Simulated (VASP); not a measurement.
Here is a VASP 6.6.1 calculation.

File POSCAR:

```
MgS
1.0
    2.6016500000      2.6016500000      0.0000000000
   -2.6016500000      2.6016500000      0.0000000000
    0.0000000000      2.6016500000      2.6016500000
Mg S
1 1
Direct
    0.0000000000      0.0000000000      0.0000000000
    0.5000000000      0.5000000000      0.0000000000
```

The input INCAR.step1:

```
  PREC = Accurate
  ENCUT = 600
  ISMEAR = 0
  SIGMA = 0.01
  LREAL = F
  LASPH = T
  NELM = 100
  GGA = PE
  ALGO = Normal
  EDIFF = 1E-4
  LWAVE = T
  LCHARG = F
```

INCAR.step2

```
  PREC = Accurate
  ENCUT = 600
  EDIFF = 1E-6
  ISMEAR = 0
  SIGMA = 0.01
  LREAL = F
  LASPH = T
  NELM = 100
  ALGO = Normal
  ISIF = 3
  LWAVE = F
  LCHARG = F
  METAGGA = R2SCAN
  LMIXTAU = T
  IBRION = 2
  NSW = 100
  EDIFFG = -0.002
  PSTRESS = 70.0
  ISTART = 1
```

KPOINTS

```
regular mesh
0
Gamma
  8 8 8
```

Potentials or basis: VASP PAW PBE potentials, release 64 (Mg, S).

Command:

```console
$ cat potpaw_PBE.64/Mg/POTCAR potpaw_PBE.64/S/POTCAR > POTCAR
$ cp INCAR.step1 INCAR
$ mpirun -np 1 vasp_std > vasp.out
$ cp INCAR.step2 INCAR
$ mpirun -np 1 vasp_std > vasp.out
```

(1) What does it give for the relaxed volume?

(2) Estimate the space group after relaxing (to 0.1 Å).

(3) Predict the relaxed cell.

(4) Estimate the band gap on the k mesh.

## Answers

(1) 16.25 Å³/atom.

(2) Fm-3m (No. 225).

(3) a = 3.582 Å, b = 3.582 Å, c = 3.582 Å, α = 60.00°, β = 60.00°, γ = 90.00°.

(4) 3.60 eV (least direct gap 5.32 eV).

Caveat: the cell is relaxed towards a set pressure, so the run minimises the enthalpy, not the energy; the PAW data sets were made with another functional, which shifts forces and pressure a little.
